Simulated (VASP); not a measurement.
Set up this calculation in VASP 6.6.1, as the native input.

```
Task                   : single point
Functional             : r2SCAN
Potentials or basis    : VASP PAW PBE potentials, release 64 (Al, N)
Cutoff                 : 520 eV
k mesh                 : 12 × 12 × 6
Occupations            : gaussian, width 0.01 eV
Spin                   : no spin polarisation
Dipole correction      : no
Further INCAR settings : ALGO = Normal; EDIFF = 1e-06; NBANDS = 16
```

Crystal: AlN.

```
Al N
1.0
     3.43963    0.00000    0.00000
    -1.71981    2.97881    0.00000
     0.00000    0.00000    4.34878
Al N
2 2
Direct
  0.33333 0.66667 0.75000
  0.66667 0.33333 0.25000
  0.33333 0.66667 0.25000
  0.66667 0.33333 0.75000
```

One way to write it, as run:

POSCAR

```
AlN
1.0
    3.4396285589      0.0000000000      0.0000000000
   -1.7198142795      2.9788050924      0.0000000000
    0.0000000000      0.0000000000      4.3487792357
Al N
2 2
Direct
    0.3333333333      0.6666666667      0.7500000000
    0.6666666667      0.3333333333      0.2500000000
    0.3333333333      0.6666666667      0.2500000000
    0.6666666667      0.3333333333      0.7500000000
```

INCAR.step1

```
SYSTEM = AlN
PREC = Accurate
ENCUT = 520
ISMEAR = 0
SIGMA = 0.01
LREAL = .False.
LASPH = .True.
NELM = 60
NBANDS = 16
GGA = PE
ALGO = Normal
EDIFF = 1E-4
LWAVE = .True.
LCHARG = .False.
```

INCAR.step2

```
SYSTEM = AlN
PREC = Accurate
ENCUT = 520
EDIFF = 1E-6
ISMEAR = 0
SIGMA = 0.01
LREAL = .False.
LASPH = .True.
NELM = 60
ALGO = Normal
ISIF = 2
LWAVE = .False.
LCHARG = .True.
METAGGA = R2SCAN
LMIXTAU = .True.
LELF = .True.
LVHAR = .True.
NBANDS = 16
ISTART = 1
```

KPOINTS

```
regular mesh
0
Gamma
  12 12 6
  0 0 0
```

Potentials or basis: VASP PAW PBE potentials, release 64 (Al, N).

The run is started by

```bash
$ cat potpaw_PBE.64/Al/POTCAR potpaw_PBE.64/N/POTCAR > POTCAR
$ cp INCAR.step1 INCAR
$ mpirun -np 1 vasp_std > vasp.out
$ cp INCAR.step2 INCAR
$ mpirun -np 1 vasp_std > vasp.out
```

It gave:

* Pressure: -24.2 GPa
* Band gap on the k mesh: 2.97 eV, direct

Caveat: the PAW data sets were made with another functional, which shifts forces and pressure a little.

Run time: 3.9 min on 1 thread of AMD EPYC 7R43 64-Core Processor (Zen 3), on a shared host, peak memory 0.15 GiB.
